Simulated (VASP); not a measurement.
A run of VASP 6.6.1 is set up as follows.

Contents of INCAR:

```
SYSTEM = Ti5Si
PREC = Accurate
ENCUT = 520
EDIFF = 1E-6
ISMEAR = 0
SIGMA = 0.15
LREAL = .False.
LASPH = .True.
NELM = 100
ALGO = Fast
ISIF = 2
LWAVE = .False.
LCHARG = .False.
GGA = PE
NBANDS = 41
```

File KPOINTS:

```
Automatic mesh
0
Gamma
  12 12 12
  0 0 0
```

POSCAR

```
Ti5Si
1.0
    2.4611395329      1.4209395718      4.2164409457
   -2.4611395329      1.4209395718      4.2164409457
    0.0000000000     -2.8418791437      4.2164409457
Ti Si
5 1
Direct
    0.1513621527      0.1513621527      0.1513621527
    0.6045557547      0.3954442453      0.0000000000
    0.0000000000      0.6045557547      0.3954442453
    0.8486378473      0.8486378473      0.8486378473
    0.3954442453      1.0000000000      0.6045557547
    0.5000000000      0.5000000000      0.5000000000
```

Potentials or basis: VASP PAW PBE potentials, release 64 (Ti_sv, Si).

The run is started by

```sh
$ cat potpaw_PBE.64/Ti_sv/POTCAR potpaw_PBE.64/Si/POTCAR > POTCAR
$ mpirun -np 1 vasp_std > vasp.out
```

Q: Estimate the largest force.

A: 0.311 eV/Å.

Q: What does it give for the band gap on the k mesh?

A: Zero (bands 32 and 33 overlap by 0.54 eV).

Q: Predict the pressure.

A: 15.4 GPa.

Stress tensor (GPa, compression positive):
```
13.22  0.00  0.00
 0.00 13.22  0.00
 0.00  0.00 19.85
```

Caveat: the cell differs from its parent crystal (strain -0.025 along x and y, -0.050 along z); the stress differs along the axes, from 13 to 20 GPa.
